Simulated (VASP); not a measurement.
A run of VASP 6.6.1 is set up as follows.

File INCAR:

```
SYSTEM = C
PREC = Accurate
ENCUT = 520
EDIFF = 1E-6
ISMEAR = 0
SIGMA = 0.1
LREAL = .FALSE.
LASPH = .TRUE.
NELM = 100
ALGO = Normal
ISIF = 2
LWAVE = .FALSE.
LCHARG = .FALSE.
GGA = PS
NBANDS = 16
```

The input KPOINTS:

```
Automatic mesh
0
G
  6 6 6
  0 0 0
```

Contents of POSCAR:

```
C
1.0
    0.0000000000      2.1184581721      3.5984259000
    1.9430450069      0.0000000000      3.5984259000
    1.9430450069      2.1184581721      0.0000000000
C
4
Direct
    0.7114897625      0.2885102375      0.7114897625
    0.2885102375      0.7114897625      0.2885102375
    0.7790768505      0.7790768505      0.2209231495
    0.2209231495      0.2209231495      0.7790768505
```

Potentials or basis: VASP PAW PBE potentials, release 64 (C).

Launch:

```sh
$ cat potpaw_PBE.64/C/POTCAR > POTCAR
$ mpirun -np 1 vasp_std > vasp.out
```

Task: Predict the band gap on the k mesh.

Result: Zero (bands 8 and 9 overlap by 4.22 eV).

Task: Predict the largest force.

Result: 1.465 eV/Å.

Task: What does it give for the pressure?

Result: -53.0 GPa.

Stress tensor (GPa, compression positive):
```
-70.55   0.00   0.00
  0.00 -59.95   0.00
  0.00   0.00 -28.63
```

Caveat: the k points lie up to 0.39 Å⁻¹ apart, too coarse for converged energies and pressures of a metal; the cell differs from its parent crystal (Si replaced by C, lengths x 0.811, strained); the PAW data sets were made with another functional, which shifts forces and pressure a little.
